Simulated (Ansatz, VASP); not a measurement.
BP: VASP beside Ansatz

```
B P
1.0
     0.00000    2.26818    2.26818
     2.26818    0.00000    2.26818
     2.26818    2.26818    0.00000
B P
1 1
Direct
  0.00000 0.00000 0.00000
  0.25000 0.25000 0.25000
```

Alike in both runs: task relaxation of the atoms; functional r2SCAN; k mesh 10 × 10 × 10; occupations fermi-dirac, width 0.02 eV; no spin polarisation.

|  | VASP | Ansatz |
| --- | --- | --- |
| version | VASP 6.6.1 | Ansatz 0.2.0 |
| potentials or method | VASP PAW PBE potentials, release 64 (B, P), cutoff 520 eV | PAW plane waves |
| valence electrons in the cell | 8 | 8 |

VASP gave:

| Item | Value |
| --- | --- |
| gap on the k mesh at the Fermi level, each at its own relaxed structure (eV) | 1.45 |

Q: What did Ansatz give for the same quantities?

A: gap on the k mesh at the Fermi level, each at its own relaxed structure (eV): 1.41.

VASP's potentials were made for PBE, not for r2SCAN. Ansatz's warnings: stress scf threshold loose.

Noted on VASP's run: the relaxation stopped at its first step, so nothing moved.
